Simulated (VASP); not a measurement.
**Sb: single point with r2SCAN**

The system is Sb.

```xyz
2
Lattice="3.1635 0.0000 0.0000 0.0000 4.4047 0.0000 -0.0394 0.0000 4.4638" Properties=species:S:1:pos:R:3 pbc="T T T"
Sb    0.0265    1.1012    1.0765
Sb    3.0975    3.3035    3.3873
```

```json
{
 "Program": "VASP 6.6.1",
 "Task": "single point",
 "Functional": "r2SCAN",
 "Potentials or basis": "VASP PAW PBE potentials, release 64 (Sb)",
 "Cutoff": "520 eV",
 "k mesh": "9 × 6 × 6",
 "Occupations": "fermi-dirac, width 0.05 eV",
 "Spin": "no spin polarisation"
}
```

```
Pressure               : -2.8 GPa
Largest force          : 0.064 eV/Å
Band gap on the k mesh : zero (band 5 reaches 11.71 eV, above the bottom of band 6 at 3.25 eV)
```

Forces in eV/Å, atoms in the order of the input:
```
Sb  -0.046  0.000 -0.044
Sb   0.046  0.000  0.044
```

Stress tensor (GPa, compression positive):
```
-2.28  0.00  0.08
 0.00 -3.06  0.00
 0.08  0.00 -2.91
```

Levels at points of the mesh, in eV from the Fermi level:
```tsv
k point	band 2	band 3	band 4	band 5	band 6	band 7	band 8	band 9
(0.00, 0.00, 0.00)	-7.69	-3.77	-3.64	2.40	3.03	3.26	3.44	6.78
(0.00, 0.50, 0.00)	-10.97	-1.58	-1.58	-0.91	-0.91	4.72	4.72	8.45
(0.00, 0.00, 0.50)	-10.79	-1.69	-1.14	-0.92	-0.80	4.50	4.89	8.15
(0.00, 0.50, 0.50)	-10.34	-5.71	-5.71	5.04	5.04	5.31	5.31	9.08
```

It took 5.6 min on 1 thread of Intel Xeon 8259CL, on a shared host, peak memory 0.22 GiB.

Caveat: the PAW data sets were made with another functional, which shifts forces and pressure a little; spin-orbit coupling is left out, which moves the levels of the heavy elements.
